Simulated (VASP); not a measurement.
# Al (P-3m1) in VASP: notebook

The runs below take Al through single point, with PBE+D3(BJ).

Everything below comes from runs of VASP 6.6.1. Logs are shortened: lines on timing, memory, paths and dates and some standing lists are left out, and cuts for length are marked.

## (1) The cell of the first run

The structure is trigonal, space group P-3m1 (No. 164). Conventional cell: a = 2.816 Å, b = 2.816 Å, c = 15.797 Å, α = 90.00°, β = 90.00°, γ = 120.00°. Within 3.7 Å of Al (site symmetry 3m) lie 9 Al at 2.82 Å. Al (site symmetry 3m) has 12 Al at 2.82 Å within 3.7 Å. Within 3.7 Å of Al (site symmetry 3m) lie 12 Al at 2.82 Å.

## (2) Single point, PBE+D3(BJ) (the distance across one plane changed)

INCAR

```
ALGO = Fast ; EDIFF = 1E-6
ENCUT = 520 ; GGA = PE
ISIF = 2 ; ISMEAR = 0
IVDW = 12 ; LASPH = T
LCHARG = F ; LREAL = F
LWAVE = F ; NBANDS = 18
NELM = 80 ; PREC = Accurate
SIGMA = 0.15
```

KPOINTS

```
k-points
0
Gamma
  24 24 5
```

POSCAR

```
Al
1.0
    1.9913628294     -1.9913628294      0.0000000000
    1.9913628294      0.0000000000     -1.9913628294
    9.1201518559      9.1201518559      9.1201518559
Al
6
Direct
    0.6666666667      0.6666666667      0.0727679607
    0.0000000000      0.0000000000      0.8005931333
    0.3333333333      0.3333333333      0.2183329953
    0.6666666667      0.6666666667      0.5094630643
    0.0000000000      0.0000000000      0.3638980298
    0.3333333333      0.3333333333      0.6550280988
```

Potentials or basis: VASP PAW PBE potentials, release 64 (Al).

The run is started by

```bash
> cat potpaw_PBE.64/Al/POTCAR > POTCAR
> mpirun -np 1 vasp_std > vasp.out
```

OUTCAR:

```text
EDIFF = 1E-6
   ENCUT = 520
   GGA = PE
   ISIF = 2
   ISMEAR = 0
   IVDW = 12
   LASPH = T
   LREAL = F
   NELM = 80
   PREC = Accurate
 IVDW          = 12

 ion  position               nearest neighbor table
   1  0.667  0.667  0.073-   3 2.82   3 2.82   3 2.82
   2  0.000  0.000  0.801-   6 2.82   6 2.82   6 2.82
   3  0.333  0.333  0.218-   5 2.82   5 2.82   5 2.82   1 2.82   1 2.82   1 2.82
   4  0.667  0.667  0.509-   5 2.82   6 2.82   6 2.82   5 2.82   5 2.82   6 2.82
   5  0.000  0.000  0.364-   3 2.82   4 2.82   3 2.82   3 2.82   4 2.82   4 2.82
   6  0.333  0.333  0.655-   2 2.82   4 2.82   4 2.82   2 2.82   2 2.82   4 2.82

  LATTYP: Found a hexagonal cell.
 ALAT       =     2.8162123209
 C/A-ratio  =     5.6091532125

  Lattice vectors:

 A1 = (  -1.9913628294,   0.0000000000,   1.9913628294)
 A2 = (   1.9913628294,  -1.9913628294,   0.0000000000)
 A3 = (   9.1201518559,   9.1201518559,   9.1201518559)

Analysis of symmetry for initial positions (statically):
=====================================================================
 Subroutine PRICEL returns:
 Original cell was already a primitive cell.

 Routine SETGRP: Setting up the symmetry group for a
 hexagonal supercell.

 Subroutine GETGRP returns: Found 12 space group operations
 (whereof  6 operations were pure point group operations)
 out of a pool of 24 trial point group operations.

The static configuration has the point symmetry C_3v.
 The point group associated with its full space group is D_3d.

Analysis of symmetry for dynamics (positions and initial velocities):
=====================================================================
 Subroutine PRICEL returns:
 Original cell was already a primitive cell.

 Routine SETGRP: Setting up the symmetry group for a
 hexagonal supercell.

 Subroutine GETGRP returns: Found 12 space group operations
 (whereof  6 operations were pure point group operations)
 out of a pool of 24 trial point group operations.

The dynamic configuration has the point symmetry C_3v.
 The point group associated with its full space group is D_3d.

 Subroutine INISYM returns: Found 12 space group operations
 (whereof  6 operations are pure point group operations),
 and found     1 'primitive' translations

----------------------------------------------------------------------------------------

                                     Primitive cell

  volume of cell :     108.4986

  direct lattice vectors                    reciprocal lattice vectors
     1.991362829 -1.991362829  0.000000000     0.167389553 -0.334779105  0.167389553
     1.991362829  0.000000000 -1.991362829     0.167389553  0.167389553 -0.334779105
     9.120151856  9.120151856  9.120151856     0.036549099  0.036549099  0.036549099

  length of vectors
     2.816212321  2.816212321 15.796566387     0.410018992  0.410018992  0.063304896

  position of ions in fractional coordinates (direct lattice)
     0.666666667  0.666666667  0.072767961
     0.000000000  0.000000000  0.800593133
     0.333333333  0.333333333  0.218332995
     0.666666667  0.666666667  0.509463064
     0.000000000  0.000000000  0.363898030
     0.333333333  0.333333333  0.655028099

  ion indices of the primitive-cell ions
   primitive index   ion index
                 1           1
                 2           2
                 3           3
                 4           4
                 5           5
                 6           6

----------------------------------------------------------------------------------------

 KPOINTS: k-points

Automatic generation of k-mesh.
 Grid dimensions read from file:
 generate k-points for:   24   24    5

 Generating k-lattice:

  Cartesian coordinates                     Fractional coordinates (reciprocal lattice)
     0.006974565 -0.013949129  0.006974565     0.041666667  0.000000000  0.000000000
     0.006974565  0.006974565 -0.013949129     0.000000000  0.041666667  0.000000000
     0.007309820  0.007309820  0.007309820     0.000000000  0.000000000  0.200000000

  Length of vectors
     0.017084125  0.017084125  0.012660979

  Shift w.r.t. Gamma in fractional coordinates (k-lattice)
     0.000000000  0.000000000  0.000000000

 Subroutine IBZKPT returns following result:
 ===========================================

 Found    279 irreducible k-points:

 Following reciprocal coordinates:
            Coordinates               Weight
  0.000000  0.000000  0.000000      1.000000
  0.041667  0.000000  0.000000      6.000000
  0.083333  0.000000  0.000000      6.000000
  0.125000  0.000000  0.000000      6.000000
  0.166667  0.000000  0.000000      6.000000
  0.208333  0.000000  0.000000      6.000000
[... 16 lines left out ...]
  0.458333  0.041667  0.000000     12.000000
  0.500000  0.041667 -0.000000     12.000000
 [... further k-points ...]
   k-points           NKPTS =    279   k-points in BZ     NKDIM =    279   number of bands    NBANDS=     18
   number of dos      NEDOS =    301   number of ions     NIONS =      6
   total plane-waves  NPLWV =  69120
   dimension x,y,z NGX =    24 NGY =   24 NGZ =  120
   dimension x,y,z NGXF=    48 NGYF=   48 NGZF=  240
   ions per type =               6
   NGX,Y,Z   is equivalent  to a cutoff of  14.17, 14.17, 12.63 a.u.
   NGXF,Y,Z  is equivalent  to a cutoff of  28.34, 28.34, 25.26 a.u.
 SYSTEM =  unknown system
   PREC   = accura    normal or accurate (medium, high low for compatibility)
   ISTART =      0    job   : 0-new  1-cont  2-samecut
   ICHARG =      2    charge: 1-file 2-atom 10-const
   ISPIN  =      1    spin polarized calculation?
   LNONCOLLINEAR =      F non collinear calculations
   LSORBIT =      F    spin-orbit coupling
   LASPH  =      T    aspherical Exc in radial PAW
   ENCUT  =  520.0 eV  38.22 Ry    6.18 a.u.   5.24  5.24 29.37*2*pi/ulx,y,z
   NELM   =     80;   NELMIN=  2; NELMDL= -5     # of ELM steps
   EDIFF  = 0.1E-05   stopping-criterion for ELM
   LREAL  =      F    real-space projection
[... 7 lines left out ...]
   TEBEG  =    0.0;   TEEND  =   0.0 temperature during run
   PSTRESS=    0.0 pullay stress
   NELECT =      18.0000    total number of electrons
   NUPDOWN=      -1.0000    fix difference up-down
   EMIN   =  10.00;   EMAX   =-10.00  energy-range for DOS
   EFERMI =   0.00;   METHOD = LEGACY
   ISMEAR =     0;   SIGMA  =   0.15  broadening in eV -4-tet -1-fermi 0-gaus
   EFERMI_NEDOS =   21; number of points for ismear=-14 and -15
   IALGO  =     68    algorithm
   IMIX   =      4    mixing-type and parameters
     AMIX     =   0.40;   BMIX     =  1.00
     AMIX_MAG =   1.60;   BMIX_MAG =  1.00
  volume/ion in A,a.u.               =      18.08       122.03
  Fermi-wavevector in a.u.,A,eV,Ry     =   0.899548  1.699899 11.009650  0.809186
  Thomas-Fermi vector in A             =   2.022395
   LORBIT       =      0    0 simple, 1 ext, 2 COOP (PROOUT), +10 PAW based schemes
   GGA     = PE    functional components
   LHFCALC =     F    Hartree Fock is set to
   AEXX    =    0.0000 exact exchange contribution
   IVDW    =    12    specifies the selected vdW correction
   LEPSILON=     F    determine dielectric tensor
   LRPA    =     F    only Hartree local field effects (RPA)
 non-spin polarized calculation
 RMM-DIIS sequential band-by-band and
 Gauss-broadening in eV      SIGMA  =   0.15
  energy-cutoff  :      520.00
  volume of cell :      108.50
 maximum number of plane-waves:      2946
 NGX is ok and might be reduce to    24
   NGX = 11   NGY = 11   NGZ = 59

 number of electron      18.0000000 magnetization

 Free energy of the ion-electron system (eV)
  ---------------------------------------------------
  ext. energy  EPLUGINS =         0.00000000
  ---------------------------------------------------
  free energy    TOTEN  =       -21.82688303 eV

  energy without entropy =      -21.79634209  energy(sigma->0) =      -21.81161256

 E-fermi :   6.9236     XC(G=0):  -9.6711

 val. band max:        6.9189820811   @ k =  -0.4583   0.2500   0.0000
 cond. band min:       6.9256308942   @ k =   0.3333   0.3333   0.2000
 fundamental gap:      0.0066488131
 Fermi energy:         6.9235753178

 k-point     1 :       0.0000    0.0000    0.0000
  band No.  band energies     occupation
      1      -4.3335      2.00000
      2      -3.8129      2.00000
      3      -3.0037      2.00000
      4      -1.7911      2.00000
      5      -0.4794      2.00000
      6       1.5165      2.00000
[... 10 lines left out ...]
     17      18.1658      0.00000
     18      18.5742      0.00000

 k-point     2 :       0.0417    0.0000    0.0000
  band No.  band energies     occupation
      1      -4.2903      2.00000
      2      -3.7699      2.00000
      3      -2.9609      2.00000
      4      -1.7487      2.00000
      5      -0.4372      2.00000
      6       1.5587      2.00000
[... 10 lines left out ...]
     17      17.7524      0.00000
     18      18.0939      0.00000

 k-point     3 :       0.0833    0.0000    0.0000
  band No.  band energies     occupation
      1      -4.1609      2.00000
      2      -3.6409      2.00000
      3      -2.8326      2.00000
      4      -1.6213      2.00000
      5      -0.3104      2.00000
      6       1.6852      2.00000
[... 10 lines left out ...]
     17      16.9859      0.00000
     18      17.1320      0.00000

 k-point     4 :       0.1250    0.0000    0.0000
  band No.  band energies     occupation
      1      -3.9456      2.00000
      2      -3.4263      2.00000
      3      -2.6190      2.00000
      4      -1.4093      2.00000
      5      -0.0995      2.00000
      6       1.8952      2.00000
[... 10 lines left out ...]
     17      16.2909      0.00000
     18      16.7117      0.00000

 k-point     5 :       0.1667    0.0000    0.0000
  band No.  band energies     occupation
      1      -3.6447      2.00000
      2      -3.1264      2.00000
      3      -2.3204      2.00000
      4      -1.1132      2.00000
      5       0.1950      2.00000
      6       2.1880      2.00000
[... 10 lines left out ...]
     17      15.5279      0.00000
     18      15.6689      0.00000

 k-point     6 :       0.2083    0.0000    0.0000
  band No.  band energies     occupation
      1      -3.2588      2.00000
      2      -2.7418      2.00000
      3      -1.9377      2.00000
      4      -0.7335      2.00000
      5       0.5724      2.00000
      6       2.5619      2.00000
[... 10 lines left out ...]
     17      14.6766      0.00000
     18      15.1209      0.00000

 k-point     7 :       0.2500    0.0000    0.0000
  band No.  band energies     occupation
      1      -2.7887      2.00000
      2      -2.2733      2.00000
      3      -1.4714      2.00000
      4      -0.2712      2.00000
      5       1.0316      2.00000
      6       3.0141      2.00000
[... 10 lines left out ...]
     17      14.2007      0.00000
     18      14.3127      0.00000

 k-point     8 :       0.2917    0.0000    0.0000
  band No.  band energies     occupation
      1      -2.2351      2.00000
      2      -1.7217      2.00000
      3      -0.9225      2.00000
      4       0.2726      2.00000
      5       1.5710      2.00000
      6       3.5389      2.00000
[... 10 lines left out ...]
     17      13.4659      0.00000
     18      13.7986      0.00000
[... 229 lines left out ...]
     17      13.2941      0.00000
     18      13.4142      0.00000

 k-point    20 :       0.3333    0.0417    0.0000
  band No.  band energies     occupation
      1      -1.8956      2.00000
      2      -1.3834      2.00000
      3      -0.5860      2.00000
      4       0.6059      2.00000
      5       1.9009      2.00000
      6       3.8544      2.00000
[... 10 lines left out ...]
     17      13.0967      0.00000
     18      13.3625      0.00000

 k-point    21 :       0.3750    0.0417   -0.0000
  band No.  band energies     occupation
      1      -1.2193      2.00000
      2      -0.7095      2.00000
      3       0.0842      2.00000
      4       1.2685      2.00000
      5       2.5537      2.00000
      6       4.4374      2.00000
[... 10 lines left out ...]
     17      12.5331      0.00000
     18      12.9172      0.00000

 k-point    22 :       0.4167    0.0417    0.0000
  band No.  band energies     occupation
      1      -0.4625      2.00000
      2       0.0441      2.00000
      3       0.8329      2.00000
      4       2.0056      2.00000
      5       3.2645      2.00000
      6       4.4468      2.00000
[... 10 lines left out ...]
     17      12.1881      0.00000
     18      12.7315      0.00000

 k-point    23 :       0.4583    0.0417    0.0000
  band No.  band energies     occupation
      1       0.3727      2.00000
      2       0.8753      2.00000
      3       1.6564      2.00000
      4       2.7983      2.00000
      5       3.3280      2.00000
      6       3.7900      2.00000
[... 10 lines left out ...]
     17      11.9792      0.00000
     18      12.6047      0.00000

 k-point    24 :       0.5000    0.0417   -0.0000
  band No.  band energies     occupation
      1       1.2836      2.00000
      2       1.7778      2.00000
      3       2.2594      2.00000
      4       2.5509      2.00000
      5       2.7744      2.00000
      6       3.4798      2.00000
[... 10 lines left out ...]
     17      11.8946      0.00000
     18      12.5947      0.00000

 [... further k-points ...]

------------------------ aborting loop because EDIFF is reached ----------------------------------------

 Edisp (eV)   -1.88204

 E8    (eV) :    -0.8442

  FORCE on cell =-STRESS in cart. coord.  units (eV):
  Direction    XX          YY          ZZ          XY          YZ          ZX
  --------------------------------------------------------------------------------------
  -------------------------------------------------------------------------------------
  Total      -0.80471    -0.80471    -0.80471     0.35904     0.35904     0.35904
  in kB     -11.88296   -11.88296   -11.88296     5.30186     5.30186     5.30186
  external pressure =      -11.88 kB  Pullay stress =        0.00 kB

 VOLUME and BASIS-vectors are now :
 -----------------------------------------------------------------------------
  energy-cutoff  :      520.00
  volume of cell :      108.50
      direct lattice vectors                 reciprocal lattice vectors
     1.991362829 -1.991362829  0.000000000     0.167389553 -0.334779105  0.167389553
     1.991362829  0.000000000 -1.991362829     0.167389553  0.167389553 -0.334779105
     9.120151856  9.120151856  9.120151856     0.036549099  0.036549099  0.036549099

 POSITION                                       TOTAL-FORCE (eV/Angst)
 -----------------------------------------------------------------------------------
      3.31881     -0.66392     -0.66392        -0.193566     -0.193566     -0.193566
      7.30153      7.30153      7.30153         0.193566      0.193566      0.193566
      3.31881      1.32744      1.32744         0.063467      0.063467      0.063467
      7.30153      3.31881      3.31881         0.020172      0.020172      0.020172
      3.31881      3.31881      3.31881        -0.020172     -0.020172     -0.020172
      7.30153      5.31017      5.31017        -0.063467     -0.063467     -0.063467
 -----------------------------------------------------------------------------------
    total drift:                               -0.000013     -0.000013     -0.000013

  FREE ENERGIE OF THE ION-ELECTRON SYSTEM (eV)
  ---------------------------------------------------
  free  energy   TOTEN  =       -23.7089245522 eV

  energy  without entropy=      -23.6783836130  energy(sigma->0) =      -23.69365408
```

It took 16 min on 1 thread of AMD EPYC 7R13, shared host; peak memory 0.53 GiB.

Results:

| Property | Result |
| --- | --- |
| Free energy | -23.7089 eV |
| Pressure | -1.2 GPa |
| Largest force | 0.335 eV/Å |
| Band gap on the k mesh | zero (bands 9 and 10 overlap by 3.71 eV) |
| Dispersion energy per atom | -0.314 eV |

Forces in eV/Å, atoms in the order of the input:
```
Al  -0.194 -0.194 -0.194
Al   0.194  0.194  0.194
Al   0.063  0.063  0.063
Al   0.020  0.020  0.020
Al  -0.020 -0.020 -0.020
Al  -0.063 -0.063 -0.063
```

Caveat: the cell differs from its parent crystal (the distance across one plane changed).

[end of part 1 of 2]

The gap in the log of VASP goes by the Fermi energy; the results here count the filled bands.